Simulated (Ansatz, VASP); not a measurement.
**TiO: VASP beside Ansatz**

```
Ti O
1.0
     2.85161    0.00000    0.00000
    -1.42580    2.46956    0.00000
     0.00000    0.00000    5.56750
Ti O
2 2
Direct
  0.33333 0.66667 0.25000
  0.66667 0.33333 0.75000
  0.00000 0.00000 0.00000
  0.00000 0.00000 0.50000
```

Alike in both runs: task single point; functional PBEsol; k mesh 9 × 9 × 4; occupations gaussian, width 0.01 eV; no spin polarisation.

```csv
,VASP,Ansatz
version,VASP 6.6.1,Ansatz 0.2.0
potentials or method,"VASP PAW PBE potentials, release 64 (Ti_sv, O), cutoff 520 eV","scalar-relativistic, plane waves, PAW"
valence electrons in the cell,36,36
```

|  | VASP | Ansatz | Ansatz less VASP |
| --- | --- | --- | --- |
| gap on the k mesh at the Fermi level (eV) | none | none | - |
| pressure (GPa) | -9.3 | -9.9 | -0.67 |
| traceless stress, the component that is largest in VASP (GPa) | -1.35 | -1.45 | -0.097 |

VASP's potentials were made for PBE, not for PBEsol. A gap of «none» marks a metal or a gap that the smearing closes. The functional is the same, so the differences come from potentials, cutoffs and numerics.
